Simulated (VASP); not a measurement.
# YSi2Ru2 (I4/mmm) in VASP: single point with LDA

Aim: the single point of YSi2Ru2 with LDA.

All numbers are computed with VASP 6.6.1; they aren't measurements. Logs are shortened: lines on timing, memory, paths and dates and some standing lists are left out, and cuts for length are marked.

## (1) The cell of the first run

The structure is tetragonal, space group I4/mmm (No. 139). The conventional cell has a = 4.110 Å, b = 4.110 Å, c = 9.430 Å, α = 90.00°, β = 90.00°, γ = 90.00°. Y (site symmetry 4/mmm) has 8 Ru at 3.13 Å and 10 Si at 3.16 to 3.48 Å and 4 Y at 4.11 Å within 4.2 Å. Si (site symmetry 4mm) has 4 Ru at 2.34 Å and 1 Si at 2.48 Å and 4 Y at 3.16 Å within 3.2 Å. Ru (site symmetry -4m2) has 4 Si at 2.34 Å and 4 Ru at 2.91 Å and 4 Y at 3.13 Å within 3.2 Å.

## (2) Single point, LDA

File INCAR:

```
PREC = Accurate
ENCUT = 520
EDIFF = 1E-6
ISMEAR = 0
SIGMA = 0.1
LREAL = False
LASPH = True
NELM = 100
ALGO = Fast
ISIF = 2
LWAVE = False
LCHARG = True
LELF = True
LVHAR = True
NBANDS = 32
```

File KPOINTS:

```
regular mesh
0
Gamma
  12 12 12
```

File POSCAR:

```
YSi2Ru2
1.0
   -2.0551774551      2.0551774551      4.7151185218
    2.0551774551     -2.0551774551      4.7151185218
    2.0551774551      2.0551774551     -4.7151185218
Y Si Ru
1 2 2
Direct
    0.0000000000      0.0000000000      0.0000000000
    0.3686211771      0.3686211771      0.0000000000
    0.6313788229      0.6313788229      0.0000000000
    0.7500000000      0.2500000000      0.5000000000
    0.2500000000      0.7500000000      0.5000000000
```

Potentials or basis: VASP PAW LDA potentials, release 64 (Y_sv, Si, Ru_pv).

Started as:

```console
$ cat potpaw_LDA.64/Y_sv/POTCAR potpaw_LDA.64/Si/POTCAR potpaw_LDA.64/Ru_pv/POTCAR > POTCAR
$ mpirun -np 1 vasp_std > vasp.out
```

OUTCAR:

```text
PREC = Accurate
   ENCUT = 520
   EDIFF = 1E-6
   ISMEAR = 0
   LREAL = False
   LASPH = True
   NELM = 100
   ISIF = 2

 ion  position               nearest neighbor table
   1  0.000  0.000  0.000-   4 3.13   5 3.13   4 3.13   5 3.13   4 3.13   5 3.13   4 3.13   5 3.13
                             3 3.16   3 3.16   2 3.16   2 3.16   3 3.16   2 3.16   3 3.16   2 3.16
   2  0.369  0.369  0.000-   4 2.34   5 2.34   5 2.34   4 2.34   3 2.48   1 3.16   1 3.16   1 3.16
                             1 3.16   1 3.48
   3  0.631  0.631  0.000-   5 2.34   4 2.34   4 2.34   5 2.34   2 2.48   1 3.16   1 3.16   1 3.16
                             1 3.16   1 3.48
   4  0.750  0.250  0.500-   2 2.34   3 2.34   2 2.34   3 2.34   5 2.91   5 2.91   5 2.91   5 2.91
                             1 3.13   1 3.13   1 3.13   1 3.13
   5  0.250  0.750  0.500-   2 2.34   3 2.34   2 2.34   3 2.34   4 2.91   4 2.91   4 2.91   4 2.91
                             1 3.13   1 3.13   1 3.13   1 3.13

  LATTYP: Found a body centered tetragonal cell.
 ALAT       =     4.1103549102
 C/A-ratio  =     2.2942634516

  Lattice vectors:

 A1 = (  -2.0551774551,   2.0551774551,   4.7151185218)
 A2 = (   2.0551774551,  -2.0551774551,   4.7151185218)
 A3 = (   2.0551774551,   2.0551774551,  -4.7151185218)

Analysis of symmetry for initial positions (statically):
=====================================================================
 Subroutine PRICEL returns:
 Original cell was already a primitive cell.

 Routine SETGRP: Setting up the symmetry group for a
 body centered tetragonal supercell.

 Subroutine GETGRP returns: Found 16 space group operations
 (whereof 16 operations were pure point group operations)
 out of a pool of 16 trial point group operations.

The static configuration has the point symmetry D_4h.

Analysis of symmetry for dynamics (positions and initial velocities):
=====================================================================
 Subroutine PRICEL returns:
 Original cell was already a primitive cell.

 Routine SETGRP: Setting up the symmetry group for a
 body centered tetragonal supercell.

 Subroutine GETGRP returns: Found 16 space group operations
 (whereof 16 operations were pure point group operations)
 out of a pool of 16 trial point group operations.

The dynamic configuration has the point symmetry D_4h.

 Subroutine INISYM returns: Found 16 space group operations
 (whereof 16 operations are pure point group operations),
 and found     1 'primitive' translations

----------------------------------------------------------------------------------------

                                     Primitive cell

  volume of cell :      79.6620

  direct lattice vectors                    reciprocal lattice vectors
    -2.055177455  2.055177455  4.715118522     0.000000000  0.243287994  0.106041873
     2.055177455 -2.055177455  4.715118522     0.243287994  0.000000000  0.106041873
     2.055177455  2.055177455 -4.715118522     0.243287994  0.243287994  0.000000000

  length of vectors
     5.538939557  5.538939557  5.538939557     0.265393909  0.265393909  0.344061180

  position of ions in fractional coordinates (direct lattice)
     0.000000000  0.000000000  0.000000000
     0.368621177  0.368621177  0.000000000
     0.631378823  0.631378823  0.000000000
     0.750000000  0.250000000  0.500000000
     0.250000000  0.750000000  0.500000000

  ion indices of the primitive-cell ions
   primitive index   ion index
                 1           1
                 2           2
                 3           3
                 4           4
                 5           5

----------------------------------------------------------------------------------------

 KPOINTS: regular mesh

Automatic generation of k-mesh.
 Grid dimensions read from file:
 generate k-points for:   12   12   12

 Generating k-lattice:

  Cartesian coordinates                     Fractional coordinates (reciprocal lattice)
     0.000000000  0.020273999  0.008836823     0.083333333  0.000000000  0.000000000
     0.020273999  0.000000000  0.008836823     0.000000000  0.083333333  0.000000000
     0.020273999  0.020273999  0.000000000     0.000000000  0.000000000  0.083333333

  Length of vectors
     0.022116159  0.022116159  0.028671765

  Shift w.r.t. Gamma in fractional coordinates (k-lattice)
     0.000000000  0.000000000  0.000000000

 Subroutine IBZKPT returns following result:
 ===========================================

 Found    163 irreducible k-points:

 Following reciprocal coordinates:
            Coordinates               Weight
  0.000000  0.000000  0.000000      1.000000
  0.083333 -0.000000  0.000000      8.000000
  0.166667 -0.000000  0.000000      8.000000
  0.250000 -0.000000  0.000000      8.000000
  0.333333 -0.000000  0.000000      8.000000
  0.416667 -0.000000  0.000000      8.000000
[... 16 lines left out ...]
  0.500000  0.166667  0.000000     16.000000
 -0.416667  0.166667 -0.000000     16.000000
 [... further k-points ...]
   k-points           NKPTS =    163   k-points in BZ     NKDIM =    163   number of bands    NBANDS=     32
   number of dos      NEDOS =    301   number of ions     NIONS =      5
   total plane-waves  NPLWV =  74088
   dimension x,y,z NGX =    42 NGY =   42 NGZ =   42
   dimension x,y,z NGXF=    84 NGYF=   84 NGZF=   84
   ions per type =               1   2   2
   NGX,Y,Z   is equivalent  to a cutoff of  12.61, 12.61, 12.61 a.u.
   NGXF,Y,Z  is equivalent  to a cutoff of  25.21, 25.21, 25.21 a.u.
 SYSTEM =  unknown system
   PREC   = accura    normal or accurate (medium, high low for compatibility)
   ISTART =      0    job   : 0-new  1-cont  2-samecut
   ICHARG =      2    charge: 1-file 2-atom 10-const
   ISPIN  =      1    spin polarized calculation?
   LNONCOLLINEAR =      F non collinear calculations
   LSORBIT =      F    spin-orbit coupling
   LASPH  =      T    aspherical Exc in radial PAW
   ENCUT  =  520.0 eV  38.22 Ry    6.18 a.u.  10.30 10.30 10.30*2*pi/ulx,y,z
   NELM   =    100;   NELMIN=  2; NELMDL= -5     # of ELM steps
   EDIFF  = 0.1E-05   stopping-criterion for ELM
   LREAL  =      F    real-space projection
   EDIFFG = 0.1E-04   stopping-criterion for IOM
   NSW    =      0    number of steps for IOM
   IBRION =     -1    ionic relax: 0-MD 1-quasi-New 2-CG
   NFREE  =      0    steps in history (QN), initial steepest desc. (CG)
   ISIF   =      2    stress and relaxation
   ISYM   =      2    0-nonsym 1-usesym 2-fastsym
   POTIM  = 0.5000    time-step for ionic-motion
   TEBEG  =    0.0;   TEEND  =   0.0 temperature during run
   PSTRESS=    0.0 pullay stress
   NELECT =      47.0000    total number of electrons
   NUPDOWN=      -1.0000    fix difference up-down
   EMIN   =  10.00;   EMAX   =-10.00  energy-range for DOS
   EFERMI =   0.00;   METHOD = LEGACY
   ISMEAR =     0;   SIGMA  =   0.10  broadening in eV -4-tet -1-fermi 0-gaus
   EFERMI_NEDOS =   21; number of points for ismear=-14 and -15
   IALGO  =     68    algorithm
   IMIX   =      4    mixing-type and parameters
     AMIX     =   0.40;   BMIX     =  1.00
     AMIX_MAG =   1.60;   BMIX_MAG =  1.00
  volume/ion in A,a.u.               =      15.93       107.52
  Fermi-wavevector in a.u.,A,eV,Ry     =   1.373063  2.594712 25.651079  1.885301
  Thomas-Fermi vector in A             =   2.498613
   LORBIT       =      0    0 simple, 1 ext, 2 COOP (PROOUT), +10 PAW based schemes
   GGA     = CA    functional components
   LHFCALC =     F    Hartree Fock is set to
   AEXX    =    0.0000 exact exchange contribution
   IVDW    =     0    specifies the selected vdW correction
   LEPSILON=     F    determine dielectric tensor
   LRPA    =     F    only Hartree local field effects (RPA)
 non-spin polarized calculation
 RMM-DIIS sequential band-by-band and
 Gauss-broadening in eV      SIGMA  =   0.10
  energy-cutoff  :      520.00
  volume of cell :       79.66
 maximum number of plane-waves:      2165
 NGX is ok and might be reduce to    42
   NGX = 21   NGY = 21   NGZ = 21

 number of electron      46.9999998 magnetization

 Free energy of the ion-electron system (eV)
  ---------------------------------------------------
  ext. energy  EPLUGINS =         0.00000000
  ---------------------------------------------------
  free energy    TOTEN  =       -44.94762194 eV

  energy without entropy =      -44.93578726  energy(sigma->0) =      -44.94170460

 E-fermi :   8.7587     XC(G=0): -12.1613

 val. band max:        8.7483324257   @ k =   0.4167   0.1667   0.0000
 cond. band min:       8.7638561098   @ k =   0.4167   0.2500   0.0000
 fundamental gap:      0.0155236841
 Fermi energy:         8.7586922998

 k-point     1 :       0.0000    0.0000    0.0000
  band No.  band energies     occupation
      1     -33.3249      2.00000
      2     -33.3249      2.00000
      3     -33.1617      2.00000
      4     -33.0890      2.00000
      5     -33.0724      2.00000
      6     -33.0724      2.00000
[... 24 lines left out ...]
     31      13.9906      0.00000
     32      15.2693      0.00000

 k-point     2 :       0.0833   -0.0000    0.0000
  band No.  band energies     occupation
      1     -33.3211      2.00000
      2     -33.3206      2.00000
      3     -33.1668      2.00000
      4     -33.0853      2.00000
      5     -33.0768      2.00000
      6     -33.0744      2.00000
[... 24 lines left out ...]
     31      14.1390      0.00000
     32      14.7163      0.00000
[... 733 lines left out ...]
     31      14.3432      0.00000
     32      14.5963      0.00000

 k-point    24 :      -0.4167    0.1667   -0.0000
  band No.  band energies     occupation
      1     -33.3120      2.00000
      2     -33.2737      2.00000
      3     -33.1586      2.00000
      4     -33.1483      2.00000
      5     -33.0956      2.00000
      6     -33.0601      2.00000
[... 24 lines left out ...]
     31      14.3160      0.00000
     32      15.5740      0.00000

 [... further k-points ...]

------------------------ aborting loop because EDIFF is reached ----------------------------------------

  FORCE on cell =-STRESS in cart. coord.  units (eV):
  Direction    XX          YY          ZZ          XY          YZ          ZX
  --------------------------------------------------------------------------------------
  -------------------------------------------------------------------------------------
  Total        0.2694216      0.2694216      0.1197804      0.0000000      0.0000000      0.0000000
  in kB        5.4186587      5.4186587      2.4090457      0.0000000      0.0000000      0.0000000
  external PRESSURE =       4.4154544 kB  Pullay stress =       0.0000000 kB

 VOLUME and BASIS-vectors are now :
 -----------------------------------------------------------------------------
  energy-cutoff  :      520.00
  volume of cell :       79.66
      direct lattice vectors                 reciprocal lattice vectors
    -2.055177455  2.055177455  4.715118522     0.000000000  0.243287994  0.106041873
     2.055177455 -2.055177455  4.715118522     0.243287994  0.000000000  0.106041873
     2.055177455  2.055177455 -4.715118522     0.243287994  0.243287994  0.000000000

 POSITION                                       TOTAL-FORCE (eV/Angst)
 -----------------------------------------------------------------------------------
      0.00000      0.00000      0.00000        -0.000000     -0.000000      0.000000
      0.00000      0.00000      3.47619         0.000000      0.000000      0.057110
      0.00000      0.00000      5.95405         0.000000      0.000000     -0.057110
      0.00000      2.05518      2.35756        -0.000000     -0.000000      0.000000
      2.05518      0.00000      2.35756        -0.000000     -0.000000      0.000000
 -----------------------------------------------------------------------------------
    total drift:                               -0.000000     -0.000000     -0.000000

  FREE ENERGIE OF THE ION-ELECTRON SYSTEM (eV)
  ---------------------------------------------------
  free  energy   TOTEN  =       -44.9476219446 eV

  energy  without entropy=      -44.9357872616  energy(sigma->0) =      -44.94170460
```

Wall time 11 min (1 thread of AMD EPYC 9R14 (Zen 4), shared host); peak memory 0.5 GiB.

What came out:

```yaml
Free_energy: -44.9476 eV
Pressure: 0.4 GPa
Largest_force: 0.057 eV/Å
Band_gap_on_the_k_mesh: zero (an odd number of electrons rules out a gap without spin polarisation)
```

Forces on the atoms (eV/Å):
```
Y    0.000  0.000  0.000
Si   0.000  0.000  0.057
Si   0.000  0.000 -0.057
Ru   0.000  0.000  0.000
Ru   0.000  0.000  0.000
```
